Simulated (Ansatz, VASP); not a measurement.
**One calculation of MgO, two programs**

```
Mg O
1.0
     5.95062    0.00000    0.00000
     0.00000    5.95062    0.00000
     0.00000    0.00000   24.31158
Mg O
16 16
Direct
  0.25000 0.25000 0.32906
  0.25000 0.75000 0.32906
  0.75000 0.25000 0.32906
  0.75000 0.75000 0.32906
  0.50000 0.50000 0.41560
  0.50000 0.00000 0.41560
  0.00000 0.50000 0.41560
  0.00000 0.00000 0.41560
  0.75007 0.75008 0.50255
  0.75011 0.24990 0.50255
  0.24988 0.75012 0.50254
  0.24992 0.24994 0.50255
  0.00009 0.99992 0.58903
  0.00003 0.50006 0.58838
  0.49994 0.99998 0.58837
  0.49996 0.50005 0.58841
  0.50000 0.50000 0.32906
  0.50000 0.00000 0.32906
  0.00000 0.50000 0.32906
  0.00000 0.00000 0.32906
  0.75000 0.75000 0.41560
  0.75000 0.25000 0.41560
  0.25000 0.75000 0.41560
  0.25000 0.25000 0.41560
  0.99999 0.00002 0.50238
  0.99999 0.50000 0.50227
  0.50000 0.00002 0.50227
  0.50000 0.50001 0.50223
  0.25037 0.25039 0.59047
  0.25004 0.74997 0.59081
  0.74988 0.25012 0.59086
  0.74962 0.74963 0.59048
```

Alike in both runs: task single point; functional PBE; dispersion D3(BJ); k mesh 3 × 3 × 1; occupations gaussian, width 0.05 eV; no spin polarisation.

|  | VASP | Ansatz |
| --- | --- | --- |
| version | VASP 6.6.1 | Ansatz 0.2.0 |
| potentials or method | VASP PAW PBE potentials, release 64 (Mg, O), cutoff 520 eV | scalar-relativistic, plane waves, PAW |
| valence electrons in the cell | 128 | 256 |

```csv
,VASP,Ansatz,Ansatz less VASP
gap on the k mesh at the Fermi level (eV),3.35,3.37,+0.021
least direct gap on the mesh (eV),3.35,3.37,+0.021
rms of the force components (eV/Å),0.145,0.139,-0.0065
```

VASP's potentials hold 128 valence electrons a cell and Ansatz's 256, so a difference there can come from the potentials and not from the codes. Ansatz's warnings: structure snapped to symmetry.
